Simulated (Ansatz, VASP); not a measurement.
One calculation of Zr, two programs

```
CELL_PARAMETERS angstrom
3.23188 0.00000 0.00000
-1.61594 2.79889 0.00000
0.00000 0.00000 5.17410
ATOMIC_POSITIONS crystal
Zr 0.33333 0.66667 0.25000
Zr 0.66667 0.33333 0.75000
```

Alike in both runs: task single point; functional PBE; k mesh 11 × 11 × 6; occupations methfessel-paxton of order 1, width 0.03 eV; no spin polarisation.

|  | VASP | Ansatz |
| --- | --- | --- |
| version | VASP 6.6.1 | Ansatz 0.2.0 |
| potentials or method | VASP PAW PBE potentials, release 64 (Zr_sv), cutoff 520 eV | plane waves (420 eV) with PAW, scalar-relativistic |
| valence electrons in the cell | 24 | 24 |

```csv
,VASP,Ansatz,Ansatz less VASP
pressure (GPa),-0.1,-0.1,-0.01
"traceless stress, the component that is largest in VASP (GPa)",-0.18,-0.18,-0.001
```

The functional is the same, so the differences come from potentials, cutoffs and numerics.
